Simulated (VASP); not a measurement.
A run of VASP 6.6.1 is set up as follows.

The input INCAR:

```
SYSTEM = Cu
ALGO = Fast
EDIFF = 1E-6
ENCUT = 520
GGA = PS
ISIF = 2
ISMEAR = 0
LASPH = .TRUE.
LCHARG = .FALSE.
LREAL = .FALSE.
LWAVE = .FALSE.
NBANDS = 12
NELM = 100
PREC = Accurate
SIGMA = 0.15
```

Contents of KPOINTS:

```
k-points
0
G
  24 24 24
  0 0 0
```

The input POSCAR:

```
Cu
1.0
   -1.4644352198      1.4644352198      1.3967226717
    1.4644352198     -1.4644352198      1.3967226717
    1.4644352198      1.4644352198     -1.3967226717
Cu
1
Direct
    0.0000000000      0.0000000000      0.0000000000
```

Potentials or basis: VASP PAW PBE potentials, release 64 (Cu).

Command:

```console
$ cat potpaw_PBE.64/Cu/POTCAR > POTCAR
$ mpirun -np 1 vasp_std > vasp.out
```

(1) What does it give for the pressure?

## Answers

(1) -7.1 GPa.

Caveat: the cell differs from its parent crystal (strain +0.015 along x and y, +0.015 along z); the PAW data sets were made with another functional, which shifts forces and pressure a little.
